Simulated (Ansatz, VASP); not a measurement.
# Eu in VASP and in Ansatz

```
CELL_PARAMETERS angstrom
3.99912 0.00000 0.00000
-1.99956 3.46334 0.00000
0.00000 0.00000 6.41546
ATOMIC_POSITIONS crystal
Eu 0.33333 0.66667 0.25000
Eu 0.66667 0.33333 0.75000
```

Change from the starting cell: volume scaled by 1.06, PAW files.

Alike in both runs: task electric field gradients; functional PBE; k mesh 12 × 12 × 6; occupations fermi-dirac, width 0.05 eV; collinear spin.

|  | VASP | Ansatz |
| --- | --- | --- |
| version | VASP 6.6.1 | Ansatz 0.2.0 |
| potentials or method | VASP PAW PBE potentials, release 64 (Eu) | PAW with Ansatz's default frozen-core files, scalar-relativistic |
| plane-wave cutoff (eV) | 520 | 420 |
| valence electrons in the cell | 34 | 34 |

Ansatz gave:

| Quantity | Value |
| --- | --- |
| pressure (GPa) | -0.7 |
| net moment per atom (μB) | 7.57 |
| size of the moment on the site where the two differ most (μB) | 7.21 |
| size of Vzz on the site where it differs most (V/Å²) | 8.3 |

Task: Which values does VASP return?

Result: Pressure (GPa): -1.0; net moment per atom (μB): 7.56; size of the moment on the site where the two differ most (μB): 6.74; size of Vzz on the site where it differs most (V/Å²): 7.6.

Site moments also hang on the region over which each program counts them.

Spin-orbit coupling is off throughout.
